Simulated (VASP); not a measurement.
# Mg3Re2 (Pm-3m) in VASP: further runs, part 2 of 2

VASP 6.6.1. The steps go on from the part before.

## (3) Relaxation of cell and atoms, PBE

File INCAR:

```
SYSTEM = Mg3Re2
PREC = Accurate ; ENCUT = 600
EDIFF = 1E-6 ; ISMEAR = 0
SIGMA = 0.1 ; LREAL = .False.
LASPH = .True. ; NELM = 100
ALGO = Normal ; ISIF = 3
LWAVE = .False. ; LCHARG = .False.
GGA = PE ; IBRION = 2
NSW = 100 ; EDIFFG = -0.01
```

File KPOINTS:

```
Automatic mesh
0
Gamma
  8 8 8
  0 0 0
```

File POSCAR:

```
Mg3Re2
1.0
    4.8459675203      0.0000000000      0.0000000000
    0.0000000000      4.8459675203      0.0000000000
    0.0000000000      0.0000000000      4.8459675203
Mg Re
3 2
Direct
    0.5000000000      0.0000000000      0.0000000000
    0.0000000000      0.5000000000      0.0000000000
    0.0000000000      0.0000000000      0.5000000000
    0.5000000000      0.5000000000      0.5000000000
    0.0000000000      0.0000000000      0.0000000000
```

Potentials or basis: VASP PAW PBE potentials, release 64 (Mg, Re).

The run is started by

```
> cat potpaw_PBE.64/Mg/POTCAR potpaw_PBE.64/Re/POTCAR > POTCAR
> mpirun -np 1 vasp_std > vasp.out
```

OUTCAR:

```text
SYSTEM = Mg3Re2
   PREC = Accurate
   ENCUT = 600
   EDIFF = 1E-6
   ISMEAR = 0
   LREAL = .False.
   LASPH = .True.
   NELM = 100
   ISIF = 3
   GGA = PE
   IBRION = 2
   NSW = 100
   EDIFFG = -0.01

 ion  position               nearest neighbor table
   1  0.500  0.000  0.000-   5 2.42   5 2.42   4 3.43   2 3.43   3 3.43   4 3.43   2 3.43   4 3.43
                             4 3.43   2 3.43   3 3.43   3 3.43   3 3.43   2 3.43
   2  0.000  0.500  0.000-   5 2.42   5 2.42   4 3.43   1 3.43   3 3.43   4 3.43   1 3.43   3 3.43
                             3 3.43   3 3.43   1 3.43   4 3.43   4 3.43   1 3.43
   3  0.000  0.000  0.500-   5 2.42   5 2.42   4 3.43   1 3.43   1 3.43   2 3.43   2 3.43   2 3.43
                             4 3.43   2 3.43   1 3.43   4 3.43   1 3.43   4 3.43
   4  0.500  0.500  0.500-   1 3.43   2 3.43   3 3.43   1 3.43   2 3.43   1 3.43   3 3.43   1 3.43
                             2 3.43   3 3.43   2 3.43   3 3.43
   5  0.000  0.000  0.000-   1 2.42   2 2.42   3 2.42   3 2.42   2 2.42   1 2.42

  LATTYP: Found a simple cubic cell.
 ALAT       =     4.8459675203

  Lattice vectors:

 A1 = (   4.8459675203,   0.0000000000,   0.0000000000)
 A2 = (   0.0000000000,   4.8459675203,   0.0000000000)
 A3 = (   0.0000000000,   0.0000000000,   4.8459675203)

Analysis of symmetry for initial positions (statically):
=====================================================================
 Subroutine PRICEL returns:
 Original cell was already a primitive cell.

 Routine SETGRP: Setting up the symmetry group for a
 simple cubic supercell.

 Subroutine GETGRP returns: Found 48 space group operations
 (whereof 48 operations were pure point group operations)
 out of a pool of 48 trial point group operations.

The static configuration has the point symmetry O_h .

Analysis of symmetry for dynamics (positions and initial velocities):
=====================================================================
 Subroutine PRICEL returns:
 Original cell was already a primitive cell.

 Routine SETGRP: Setting up the symmetry group for a
 simple cubic supercell.

 Subroutine GETGRP returns: Found 48 space group operations
 (whereof 48 operations were pure point group operations)
 out of a pool of 48 trial point group operations.

The dynamic configuration has the point symmetry O_h .

 Subroutine INISYM returns: Found 48 space group operations
 (whereof 48 operations are pure point group operations),
 and found     1 'primitive' translations

----------------------------------------------------------------------------------------

                                     Primitive cell

  volume of cell :     113.7998

  direct lattice vectors                    reciprocal lattice vectors
     4.845967520  0.000000000  0.000000000     0.206357140  0.000000000  0.000000000
     0.000000000  4.845967520  0.000000000     0.000000000  0.206357140  0.000000000
     0.000000000  0.000000000  4.845967520     0.000000000  0.000000000  0.206357140

  length of vectors
     4.845967520  4.845967520  4.845967520     0.206357140  0.206357140  0.206357140

[... 136 lines left out ...]
  energy without entropy =      -18.79373438  energy(sigma->0) =      -18.82417046

------------------------ aborting loop because EDIFF is reached ----------------------------------------

  FORCE on cell =-STRESS in cart. coord.  units (eV):
  Direction    XX          YY          ZZ          XY          YZ          ZX
  --------------------------------------------------------------------------------------
  -------------------------------------------------------------------------------------
  Total        0.0582025      0.0582025      0.0582025      0.0000000     -0.0000000     -0.0000000
  in kB        0.8194281      0.8194281      0.8194281      0.0000000     -0.0000000     -0.0000000
  external PRESSURE =       0.8194281 kB  Pullay stress =       0.0000000 kB

 VOLUME and BASIS-vectors are now :
 -----------------------------------------------------------------------------
  energy-cutoff  :      600.00
  volume of cell :      113.80
      direct lattice vectors                 reciprocal lattice vectors
     4.845967520  0.000000000  0.000000000     0.206357140  0.000000000  0.000000000
     0.000000000  4.845967520  0.000000000     0.000000000  0.206357140  0.000000000
     0.000000000  0.000000000  4.845967520     0.000000000  0.000000000  0.206357140

 POSITION                                       TOTAL-FORCE (eV/Angst)
 -----------------------------------------------------------------------------------
      2.42298      0.00000      0.00000         0.000000      0.000000      0.000000
      0.00000      2.42298      0.00000         0.000000      0.000000      0.000000
      0.00000      0.00000      2.42298         0.000000      0.000000      0.000000
      2.42298      2.42298      2.42298         0.000000      0.000000      0.000000
      0.00000      0.00000      0.00000         0.000000      0.000000      0.000000
 -----------------------------------------------------------------------------------
    total drift:                               -0.000000      0.000000     -0.000000

  FREE ENERGIE OF THE ION-ELECTRON SYSTEM (eV)
  ---------------------------------------------------
  free  energy   TOTEN  =       -18.8546065312 eV

  energy  without entropy=      -18.7937343826  energy(sigma->0) =      -18.82417046

--------------------------------------- Ionic step        2  -------------------------------------------

 number of electron      19.9999998 magnetization

 Free energy of the ion-electron system (eV)
  ---------------------------------------------------
  ext. energy  EPLUGINS =         0.00000000
  ---------------------------------------------------
  free energy    TOTEN  =       -18.85464701 eV

  energy without entropy =      -18.79369163  energy(sigma->0) =      -18.82416932

 E-fermi :   2.0416     XC(G=0):  -9.4846

 val. band max:        2.0384658570   @ k =   0.3750   0.2500   0.1250
 cond. band min:       2.0643558161   @ k =   0.1250   0.1250   0.1250
 fundamental gap:      0.0258899591
 Fermi energy:         2.0416380630

 k-point     1 :       0.0000    0.0000    0.0000
  band No.  band energies     occupation
      1      -4.0419      2.00000
      2      -0.0209      2.00000
      3      -0.0209      2.00000
      4       1.2003      2.00000
      5       1.2003      2.00000
      6       1.2003      2.00000
      7       1.8271      1.99759
      8       1.8271      1.99758
      9       2.3146      0.00011
     10       2.3860      0.00000
     11       2.3860      0.00000
     12       2.3903      0.00000
     13       2.7652      0.00000
     14       2.7652      0.00000
[... 377 lines left out ...]
      1      -1.9261      2.00000
      2      -1.1290      2.00000
      3       0.1915      2.00000
      4       0.2686      2.00000
      5       0.6613      2.00000
      6       0.6658      2.00000
      7       1.2421      2.00000
      8       1.6037      2.00000
      9       1.8775      1.97969
     10       2.1020      0.39313
     11       2.2887      0.00047
     12       2.6052      0.00000
     13       2.6085      0.00000
     14       2.9557      0.00000

 [... further k-points ...]
[... 5 lines left out ...]
  --------------------------------------------------------------------------------------
  -------------------------------------------------------------------------------------
  Total       -0.0115207     -0.0115207     -0.0115207      0.0000000     -0.0000000     -0.0000000
  in kB       -0.1619266     -0.1619266     -0.1619266      0.0000000     -0.0000000     -0.0000000
  external PRESSURE =      -0.1619266 kB  Pullay stress =       0.0000000 kB

 VOLUME and BASIS-vectors are now :
 -----------------------------------------------------------------------------
  energy-cutoff  :      600.00
  volume of cell :      113.99
      direct lattice vectors                 reciprocal lattice vectors
     4.848688864  0.000000000 -0.000000000     0.206241322 -0.000000000  0.000000000
     0.000000000  4.848688864  0.000000000    -0.000000000  0.206241322  0.000000000
    -0.000000000 -0.000000000  4.848688864     0.000000000 -0.000000000  0.206241322

 POSITION                                       TOTAL-FORCE (eV/Angst)
 -----------------------------------------------------------------------------------
      2.42434      0.00000     -0.00000        -0.000000     -0.000000      0.000000
      0.00000      2.42434      0.00000        -0.000000     -0.000000      0.000000
     -0.00000     -0.00000      2.42434        -0.000000      0.000000      0.000000
      2.42434      2.42434      2.42434         0.000000      0.000000      0.000000
      0.00000      0.00000      0.00000        -0.000000     -0.000000      0.000000
 -----------------------------------------------------------------------------------
    total drift:                                0.000000      0.000000     -0.000000

  FREE ENERGIE OF THE ION-ELECTRON SYSTEM (eV)
  ---------------------------------------------------
  free  energy   TOTEN  =       -18.8546470094 eV

  energy  without entropy=      -18.7936916258  energy(sigma->0) =      -18.82416932

 reached required accuracy - stopping structural energy minimisation
```

OSZICAR:

```text
N       E                     dE             d eps       ncg     rms          rms(c)
DAV:   1     0.511316059720E+02    0.51132E+02   -0.82314E+03  1784   0.141E+03
DAV:   2    -0.167621696214E+02   -0.67894E+02   -0.64495E+02  1798   0.244E+02
[... 19 lines left out ...]
       N       E                     dE             d eps       ncg     rms          rms(c)
DAV:   1    -0.188549988933E+02   -0.39289E-03   -0.12479E-02  1504   0.557E+00    0.238E-01
DAV:   2    -0.188554696230E+02   -0.47073E-03   -0.54328E-03  1900   0.149E+00    0.246E-01
DAV:   3    -0.188548318381E+02    0.63778E-03   -0.48676E-03  1936   0.138E+00    0.124E-01
DAV:   4    -0.188546462474E+02    0.18559E-03   -0.59974E-04  1936   0.484E-01    0.150E-02
DAV:   5    -0.188546471128E+02   -0.86533E-06   -0.39913E-05  1774   0.640E-02    0.817E-03
DAV:   6    -0.188546470094E+02    0.10335E-06   -0.15922E-06   718   0.349E-02
   2 F= -.18854647E+02 E0= -.18824169E+02  d E =-.404782E-04
```

Run time: 91 s. Hardware: 1 thread of Intel Xeon Platinum 8488C (Sapphire Rapids), shared host; peak memory 0.29 GiB.

Results:

```
Free energy                            : -18.8546 eV
Relaxed volume                         : 22.80 Å³/atom
Relaxed cell                           : a = 4.849 Å, b = 4.849 Å, c = 4.849 Å, α = 90.00°, β = 90.00°, γ = 90.00°
Space group after relaxing (to 0.05 Å) : Pm-3m (No. 221)
Energy gained by relaxing              : 0.0 meV/atom
Ionic steps                            : 2
Pressure after relaxing                : 0.0 GPa
Band gap on the k mesh                 : zero (band 10 reaches 2.39 eV, above the bottom of band 11 at 1.82 eV)
```

Final structure:
```
Mg Re
1.0
     4.84869    0.00000    0.00000
     0.00000    4.84869    0.00000
     0.00000    0.00000    4.84869
Mg Re
3 2
Direct
  0.50000 0.00000 0.00000
  0.00000 0.50000 0.00000
  0.00000 0.00000 0.50000
  0.50000 0.50000 0.50000
  0.00000 0.00000 0.00000
```

Caveat: spin-orbit coupling is left out, which moves the levels of the heavy elements.
